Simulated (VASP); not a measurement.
# PbS: single point with PBE

The system is PbS.

```
Pb S
1.0
     4.98248    0.00000    0.00000
    -2.49124    4.31495    0.00000
     0.00000    0.00000    8.47135
Pb S
3 3
Direct
  0.15847 0.84153 0.66667
  0.15847 0.31695 0.33333
  0.68305 0.84153 0.00000
  0.83433 0.16567 0.66667
  0.83433 0.66865 0.33333
  0.33135 0.16567 0.00000
```

The cell was generated, and may not be a known phase.

```json
{
 "Program": "VASP 6.6.1",
 "Task": "single point",
 "Functional": "PBE",
 "Potentials or basis": "VASP PAW PBE potentials, release 64 (Pb_d, S)",
 "Cutoff": "520 eV",
 "k mesh": "6 × 6 × 4",
 "Occupations": "gaussian, width 0.1 eV",
 "Spin": "no spin polarisation"
}
```

The pressure is 0.0 GPa and the largest force is 0.010 eV/Å. The band gap on the k mesh is 0.24 eV (least direct gap 0.37 eV).

Forces in eV/Å, atoms in the order of the input:
```
Pb  -0.005  0.003  0.000
Pb   0.000 -0.005  0.000
Pb   0.005  0.003  0.000
S    0.008 -0.005  0.000
S    0.000  0.010  0.000
S   -0.008 -0.005  0.000
```

Stress tensor (GPa, compression positive):
```
-0.02  0.00  0.00
 0.00 -0.02  0.00
 0.00  0.00  0.10
```

Levels at points of the mesh, in eV from the valence-band top:
| k point | band 28 | band 29 | band 30 | band 31 | band 32 | band 33 |
| --- | --- | --- | --- | --- | --- | --- |
| (0.00, 0.00, 0.00) | -2.22 | -2.22 | -1.45 | 1.08 | 1.08 | 1.37 |
| (0.50, 0.00, 0.00) | -1.59 | -1.14 | -0.85 | 0.91 | 1.54 | 2.78 |
| (0.00, 0.00, 0.50) | -2.12 | -1.19 | -1.19 | 0.40 | 1.52 | 1.52 |
| (0.50, 0.00, 0.50) | -1.60 | -1.55 | -0.83 | 1.40 | 1.64 | 1.94 |

Run time: 5.5 min on 1 thread of Intel Xeon 8259CL (shared host), peak memory 0.38 GiB.

Caveat: spin-orbit coupling is left out, which moves the levels of the heavy elements. A k mesh can miss the band edges.
